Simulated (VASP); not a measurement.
## K2Be: single point with PBE

K2Be:

```
CELL_PARAMETERS angstrom
-2.06093 2.06093 7.82206
2.06093 -2.06093 7.82206
2.06093 2.06093 -7.82206
ATOMIC_POSITIONS crystal
K 0.62593 0.62593 0.00000
K 0.37407 0.37407 0.00000
Be 0.00000 0.00000 0.00000
```

```
Program             : VASP 6.6.1
Task                : single point
Functional          : PBE
Potentials or basis : VASP PAW PBE potentials, release 64 (K_sv, Be)
Cutoff              : 520 eV
k mesh              : 16 × 16 × 16
Occupations         : gaussian, width 0.1 eV
Spin                : no spin polarisation
```

```json
{"Pressure": "0.0 GPa", "Band gap on the k mesh": "zero (bands 10 and 11 overlap by 0.92 eV)"}
```

Levels at points of the mesh, in eV from the Fermi level:
```
           k point  band 7  band 8  band 9  band 10  band 11  band 12  band 13  band 14
(0.00, 0.00, 0.00)  -14.94  -14.94   -3.84    -0.75    -0.45     2.55     2.55     3.44
(0.50, 0.00, 0.00)  -14.93  -14.92   -2.52    -0.91     0.43     0.92     1.91     2.82
(0.50, 0.50, 0.00)  -15.03  -14.94   -1.67     0.02     0.02     0.58     2.61     2.62
(0.50, 0.50, 0.50)  -14.93  -14.93   -3.71    -1.74     1.36     2.18     2.54     2.54
```

Wall time 37 min on 1 thread of AMD EPYC 9R45 96-Core Processor (Zen 5), with other jobs on the host, peak memory 1.1 GiB.
